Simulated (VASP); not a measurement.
# AsP (R3m) in VASP: single point with LDA

Aim: the single point of AsP with LDA.

Everything below comes from runs of VASP 6.6.1. Logs are shortened: lines on timing, memory, paths and dates and some standing lists are left out, and cuts for length are marked.

### Step 1. The cell of the first run

The structure is trigonal, space group R3m (No. 160). The conventional cell has a = 3.685 Å, b = 3.685 Å, c = 9.979 Å, α = 90.00°, β = 90.00°, γ = 120.00°. P (site symmetry 3m) has 6 As at 2.45 to 3.00 Å within 3.2 Å. As (site symmetry 3m) has 6 P at 2.45 to 3.00 Å within 3.2 Å.

### Step 2. Single point, LDA

Input file INCAR:

```
SYSTEM = AsP
PREC     = Accurate       ! precision mode
ENCUT    = 520            ! plane-wave cutoff, eV
EDIFF    = 1E-6           ! SCF threshold, eV
ISMEAR   = 0              ! smearing method
SIGMA    = 0.1            ! smearing width, eV
LREAL    = Auto         
LASPH    = .True.         ! aspherical terms in the spheres
NELM     = 100            ! most SCF steps
ALGO     = Fast           ! electronic algorithm
ISIF     = 2              ! what is computed and relaxed
LWAVE    = .False.        ! write WAVECAR
LCHARG   = .True.         ! write CHGCAR
GGA      = CA             ! functional
LELF     = .True.         ! ELF
LVHAR    = .True.       
NBANDS   = 54             ! bands
ISYM     = 0
```

Input file KPOINTS:

```
Automatic mesh
0
Gamma
  3 3 4
  0 0 0.5
```

Input file POSCAR:

```
AsP
1.0
   -3.6852644310      6.3830652338      0.0000000000
    3.6852644310      6.3830652338      0.0000000000
    0.0000000000      4.2553768226     -6.6525492550
P As
8 8
Direct
    0.3862615000      0.3862615000      0.3412155000
    0.3862615000      0.3862615000      0.8412155000
    0.8862615000      0.3862615000      0.3412155000
    0.8862615000      0.3862615000      0.8412155000
    0.3862615000      0.8862615000      0.3412155000
    0.3862615000      0.8862615000      0.8412155000
    0.8862615000      0.8862615000      0.3412155000
    0.8862615000      0.8862615000      0.8412155000
    0.1137385000      0.1137385000      0.1587845000
    0.1137385000      0.1137385000      0.6587845000
    0.6137385000      0.1137385000      0.1587845000
    0.6137385000      0.1137385000      0.6587845000
    0.1137385000      0.6137385000      0.1587845000
    0.1137385000      0.6137385000      0.6587845000
    0.6137385000      0.6137385000      0.1587845000
    0.6137385000      0.6137385000      0.6587845000
```

Potentials or basis: VASP PAW LDA potentials, release 64 (P, As).

Launch:

```
cat potpaw_LDA.64/P/POTCAR potpaw_LDA.64/As/POTCAR > POTCAR
mpirun -np 1 vasp_std > vasp.out
```

OUTCAR:

```text
SYSTEM = AsP
   PREC = Accurate
   ENCUT = 520
   EDIFF = 1E-6
   ISMEAR = 0
   LREAL = Auto
   LASPH = .True.
   NELM = 100
   ISIF = 2
   GGA = CA
   ISYM = 0

 ion  position               nearest neighbor table
   1  0.386  0.386  0.341-  15 2.45  13 2.45  11 2.45
   2  0.386  0.386  0.841-  16 2.45  14 2.45  12 2.45
   3  0.886  0.386  0.341-  13 2.45   9 2.45  15 2.45
   4  0.886  0.386  0.841-  14 2.45  10 2.45  16 2.45
   5  0.386  0.886  0.341-  11 2.45   9 2.45  15 2.45
   6  0.386  0.886  0.841-  12 2.45  10 2.45  16 2.45
[... 8 lines left out ...]
  15  0.614  0.614  0.159-   1 2.45   3 2.45   5 2.45
  16  0.614  0.614  0.659-   2 2.45   4 2.45   6 2.45

IMPORTANT INFORMATION: All symmetrisations will be switched off!
NOSYMM: (Re-)initialisation of all symmetry stuff for point group C_1.

----------------------------------------------------------------------------------------

                                     Primitive cell

  volume of cell :     312.9796

  direct lattice vectors                    reciprocal lattice vectors
    -3.685264431  6.383065234  0.000000000    -0.135675474  0.078332272  0.050106105
     3.685264431  6.383065234  0.000000000     0.135675474  0.078332272  0.050106105
     0.000000000  4.255376823 -6.652549255     0.000000000  0.000000000 -0.150318316

  length of vectors
     7.370528862  7.370528862  7.897128813     0.164482221  0.164482221  0.150318316

  position of ions in fractional coordinates (direct lattice)
     0.386261500  0.386261500  0.341215500
     0.386261500  0.386261500  0.841215500
     0.886261500  0.386261500  0.341215500
     0.886261500  0.386261500  0.841215500
     0.386261500  0.886261500  0.341215500
     0.386261500  0.886261500  0.841215500
[... 8 lines left out ...]
     0.613738500  0.613738500  0.158784500
     0.613738500  0.613738500  0.658784500

  ion indices of the primitive-cell ions
   primitive index   ion index
                 1           1
                 2           2
                 3           3
                 4           4
                 5           5
                 6           6
[... 8 lines left out ...]
                15          15
                16          16

----------------------------------------------------------------------------------------

 KPOINTS: Automatic mesh

Automatic generation of k-mesh.
 Grid dimensions read from file:
 generate k-points for:    3    3    4

 Generating k-lattice:

  Cartesian coordinates                     Fractional coordinates (reciprocal lattice)
    -0.045225158  0.026110757  0.016702035     0.333333333  0.000000000 -0.000000000
     0.045225158  0.026110757  0.016702035     0.000000000  0.333333333 -0.000000000
     0.000000000  0.000000000 -0.037579579     0.000000000  0.000000000  0.250000000

  Length of vectors
     0.054827407  0.054827407  0.037579579

  Shift w.r.t. Gamma in fractional coordinates (k-lattice)
     0.000000000  0.000000000  0.500000000

 -----------------------------------------------------------------------------
|                                                                             |
|           W    W    AA    RRRRR   N    N  II  N    N   GGGG   !!!           |
|           W    W   A  A   R    R  NN   N  II  NN   N  G    G  !!!           |
|           W    W  A    A  R    R  N N  N  II  N N  N  G       !!!           |
|           W WW W  AAAAAA  RRRRR   N  N N  II  N  N N  G  GGG   !            |
|           WW  WW  A    A  R   R   N   NN  II  N   NN  G    G                |
|           W    W  A    A  R    R  N    N  II  N    N   GGGG   !!!           |
|                                                                             |
|     Your reciprocal lattice and k-lattice belong to different lattice       |
|     classes:                                                                |
|                                                                             |
|        The reciprocal lattice is rhombohedral (trigonal),                   |
|        whereas your k-lattice is base-centered monoclinic.                  |
|                                                                             |
|     Results are often still useful ...                                      |
|                                                                             |
 -----------------------------------------------------------------------------

 WARNING: IBZKPT: internal override: KBLOWUP is changed to .FALSE.
      ... skipping the blow-up phase ...

 Subroutine IBZKPT returns following result:
 ===========================================

 Found     18 irreducible k-points:

 Following reciprocal coordinates:
            Coordinates               Weight
  0.000000  0.000000  0.125000      2.000000
  0.333333 -0.000000  0.125000      2.000000
 -0.333333  0.000000  0.125000      2.000000
 -0.000000  0.333333  0.125000      2.000000
  0.333333  0.333333  0.125000      2.000000
 -0.333333  0.333333  0.125000      2.000000
[... 10 lines left out ...]
  0.333333 -0.333333  0.375000      2.000000
 -0.333333 -0.333333  0.375000      2.000000
   k-points           NKPTS =     18   k-points in BZ     NKDIM =     18   number of bands    NBANDS=     54
   number of dos      NEDOS =    301   number of ions     NIONS =     16
   total plane-waves  NPLWV = 188160
   dimension x,y,z NGX =    56 NGY =   56 NGZ =   60
   dimension x,y,z NGXF=   112 NGYF=  112 NGZF=  120
   ions per type =               8   8
   NGX,Y,Z   is equivalent  to a cutoff of  12.63, 12.63, 12.63 a.u.
   NGXF,Y,Z  is equivalent  to a cutoff of  25.26, 25.26, 25.26 a.u.
 SYSTEM =  AsP
   PREC   = accura    normal or accurate (medium, high low for compatibility)
   ISTART =      0    job   : 0-new  1-cont  2-samecut
   ICHARG =      2    charge: 1-file 2-atom 10-const
   ISPIN  =      1    spin polarized calculation?
   LNONCOLLINEAR =      F non collinear calculations
   LSORBIT =      F    spin-orbit coupling
   LASPH  =      T    aspherical Exc in radial PAW
   ENCUT  =  520.0 eV  38.22 Ry    6.18 a.u.  13.70 13.70 14.68*2*pi/ulx,y,z
   NELM   =    100;   NELMIN=  2; NELMDL= -5     # of ELM steps
   EDIFF  = 0.1E-05   stopping-criterion for ELM
   LREAL  =      T    real-space projection
   EDIFFG = 0.1E-04   stopping-criterion for IOM
   NSW    =      0    number of steps for IOM
   IBRION =     -1    ionic relax: 0-MD 1-quasi-New 2-CG
   NFREE  =      0    steps in history (QN), initial steepest desc. (CG)
   ISIF   =      2    stress and relaxation
   ISYM   =      0    0-nonsym 1-usesym 2-fastsym
   POTIM  = 0.5000    time-step for ionic-motion
   TEBEG  =    0.0;   TEEND  =   0.0 temperature during run
   PSTRESS=    0.0 pullay stress
   NELECT =      80.0000    total number of electrons
   NUPDOWN=      -1.0000    fix difference up-down
   EMIN   =  10.00;   EMAX   =-10.00  energy-range for DOS
   EFERMI =   0.00;   METHOD = LEGACY
   ISMEAR =     0;   SIGMA  =   0.10  broadening in eV -4-tet -1-fermi 0-gaus
   EFERMI_NEDOS =   21; number of points for ismear=-14 and -15
   IALGO  =     68    algorithm
   IMIX   =      4    mixing-type and parameters
     AMIX     =   0.40;   BMIX     =  1.00
     AMIX_MAG =   1.60;   BMIX_MAG =  1.00
  volume/ion in A,a.u.               =      19.56       132.01
  Fermi-wavevector in a.u.,A,eV,Ry     =   1.038962  1.963353 14.686688  1.079441
  Thomas-Fermi vector in A             =   2.173470
   LORBIT       =      0    0 simple, 1 ext, 2 COOP (PROOUT), +10 PAW based schemes
   GGA     = CA    functional components
   LHFCALC =     F    Hartree Fock is set to
   AEXX    =    0.0000 exact exchange contribution
   IVDW    =     0    specifies the selected vdW correction
   LEPSILON=     F    determine dielectric tensor
   LRPA    =     F    only Hartree local field effects (RPA)
 non-spin polarized calculation
 RMM-DIIS sequential band-by-band and
 Gauss-broadening in eV      SIGMA  =   0.10
  energy-cutoff  :      520.00
  volume of cell :      312.98
 maximum number of plane-waves:      8448
   NGX = 27   NGY = 27   NGZ = 29

 number of electron      79.9999998 magnetization

 Free energy of the ion-electron system (eV)
  ---------------------------------------------------
  ext. energy  EPLUGINS =         0.00000000
  ---------------------------------------------------
  free energy    TOTEN  =       -90.74399700 eV

  energy without entropy =      -90.73447886  energy(sigma->0) =      -90.73923793

 E-fermi :   6.5394     XC(G=0): -10.3440

 val. band max:        6.4825595343   @ k =  -0.0000   0.3333   0.1250
 cond. band min:       6.6006957372   @ k =  -0.3333   0.0000   0.3750
 fundamental gap:      0.1181362028
 Fermi energy:         6.5394338546

 k-point     1 :       0.0000    0.0000    0.1250
  band No.  band energies     occupation
      1      -8.7511      2.00000
      2      -7.2987      2.00000
      3      -5.9361      2.00000
      4      -5.9361      2.00000
      5      -5.9359      2.00000
      6      -5.8126      2.00000
[... 44 lines left out ...]
     51       7.5428      0.00000
     52       7.6045      0.00000

 k-point     2 :       0.3333   -0.0000    0.1250
  band No.  band energies     occupation
      1      -8.4349      2.00000
      2      -7.1063      2.00000
      3      -6.8789      2.00000
      4      -6.5744      2.00000
      5      -6.2068      2.00000
      6      -6.2068      2.00000
[... 44 lines left out ...]
     51       8.2817      0.00000
     52       8.4869      0.00000

 k-point     3 :      -0.3333    0.0000    0.1250
  band No.  band energies     occupation
      1      -8.2943      2.00000
      2      -7.3714      2.00000
      3      -7.2024      2.00000
      4      -6.1269      2.00000
      5      -6.1268      2.00000
      6      -6.1223      2.00000
[... 44 lines left out ...]
     51       8.8557      0.00000
     52       8.8578      0.00000
[... 716 lines left out ...]
 k-point    17 :       0.3333   -0.3333    0.3750
  band No.  band energies     occupation
      1      -7.7323      2.00000
      2      -7.5348      2.00000
      3      -7.4075      2.00000
      4      -6.8908      2.00000
      5      -6.6993      2.00000
      6      -6.2989      2.00000
[... 44 lines left out ...]
     51       8.9807      0.00000
     52       9.4658      0.00000

 k-point    18 :      -0.3333   -0.3333    0.3750
  band No.  band energies     occupation
      1      -8.0355      2.00000
      2      -7.6102      2.00000
      3      -7.3913      2.00000
      4      -6.3132      2.00000
      5      -6.3132      2.00000
      6      -6.0595      2.00000
[... 44 lines left out ...]
     51       9.1305      0.00000
     52       9.2480      0.00000
 [bands above 52 left out]

------------------------ aborting loop because EDIFF is reached ----------------------------------------

  FORCE on cell =-STRESS in cart. coord.  units (eV):
  Direction    XX          YY          ZZ          XY          YZ          ZX
  --------------------------------------------------------------------------------------
  -------------------------------------------------------------------------------------
  Total      -10.0619150     -9.7479889     -8.8973104     -0.0000108     -0.0063924      0.0000092
  in kB      -51.5080602    -49.9010377    -45.5463199     -0.0000553     -0.0327232      0.0000472
  external PRESSURE =     -48.9851393 kB  Pullay stress =       0.0000000 kB

 VOLUME and BASIS-vectors are now :
 -----------------------------------------------------------------------------
  energy-cutoff  :      520.00
  volume of cell :      312.98
      direct lattice vectors                 reciprocal lattice vectors
    -3.685264431  6.383065234  0.000000000    -0.135675474  0.078332272  0.050106105
     3.685264431  6.383065234  0.000000000     0.135675474  0.078332272  0.050106105
     0.000000000  4.255376823 -6.652549255     0.000000000  0.000000000 -0.150318316

 POSITION                                       TOTAL-FORCE (eV/Angst)
 -----------------------------------------------------------------------------------
      0.00000      6.38307     -2.26995        -0.000005     -0.013134      0.196034
      0.00000      8.51075     -5.59623         0.000007     -0.013145      0.196046
     -1.84263      9.57460     -2.26995        -0.000007     -0.013137      0.196053
     -1.84263     11.70229     -5.59623        -0.000007     -0.013130      0.196054
      1.84263      9.57460     -2.26995         0.000023     -0.013128      0.196045
      1.84263     11.70229     -5.59623         0.000007     -0.013144      0.196059
[... 8 lines left out ...]
      0.00000      8.51075     -1.05632        -0.000004      0.013138     -0.196052
      0.00000     10.63844     -4.38260         0.000009      0.013134     -0.196046
 -----------------------------------------------------------------------------------
    total drift:                                0.000067      0.072975     -0.011918

  FREE ENERGIE OF THE ION-ELECTRON SYSTEM (eV)
  ---------------------------------------------------
  free  energy   TOTEN  =       -90.7439969951 eV

  energy  without entropy=      -90.7344788597  energy(sigma->0) =      -90.73923793
```

Run time: 7.9 min. Hardware: 1 thread of Intel Xeon Platinum 8488C (Sapphire Rapids), shared host; peak memory 0.42 GiB.

What came out:

- Free energy: -90.7440 eV
- Pressure: -4.9 GPa
- Largest force: 0.196 eV/Å
- Band gap on the k mesh: zero (bands 40 and 41 overlap by 0.12 eV)

Forces on the atoms (eV/Å):
```
P    0.000 -0.013  0.196
P    0.000 -0.013  0.196
P    0.000 -0.013  0.196
P    0.000 -0.013  0.196
P    0.000 -0.013  0.196
P    0.000 -0.013  0.196
P    0.000 -0.013  0.196
P    0.000 -0.013  0.196
As   0.000  0.013 -0.196
As   0.000  0.013 -0.196
As   0.000  0.013 -0.196
As   0.000  0.013 -0.196
As   0.000  0.013 -0.196
As   0.000  0.013 -0.196
As   0.000  0.013 -0.196
As   0.000  0.013 -0.196
```

Caveat: the cell stands under tension.
